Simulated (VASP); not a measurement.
Crystal: TiAl.

```
Ti Al
1.0
     3.18632    0.00000    0.00000
     0.00000    3.18632    0.00000
     0.00000    0.00000    3.18632
Ti Al
1 1
Cartesian
  0.0072 0.0166 -0.0239
  1.5859 1.5766 1.6171
```

- Program: VASP 6.6.1
- Task: relaxation of the atoms
- Functional: PBE
- Potentials or basis: VASP PAW PBE potentials, release 64 (Ti_sv, Al)
- Cutoff: 520 eV
- k mesh: 10 × 10 × 10
- Occupations: gaussian, width 0.15 eV
- Spin: no spin polarisation

At the start: pressure 0.2 GPa; volume 16.17 Å³/atom.

Task: How do energy, volume and symmetry change on relaxing?

Result: Over 3 steps the energy falls by 5.6 meV/atom at a fixed cell; space group Cm (No. 8, to 0.1 Å) before, Pm-3m (No. 221, to 0.1 Å).

Step by step:
```
step  energy change (eV)  largest force (eV/Å)  pressure (GPa)
   1              0.0000                0.3717            0.16
   2             -0.0093                0.1495            0.03
   3             -0.0111                0.0008            0.01
```

Final structure:
```cif
data_structure
_symmetry_space_group_name_H-M 'P 1'
_symmetry_Int_Tables_number 1
_cell_length_a 3.1863
_cell_length_b 3.1863
_cell_length_c 3.1863
_cell_angle_alpha 90.000
_cell_angle_beta 90.000
_cell_angle_gamma 90.000
_cell_volume 32.35
loop_
_atom_site_label
_atom_site_type_symbol
_atom_site_fract_x
_atom_site_fract_y
_atom_site_fract_z
_atom_site_occupancy
Ti1 Ti 0.99999 0.99999 0.99999 1
Al1 Al 0.50001 0.50001 0.50001 1
```
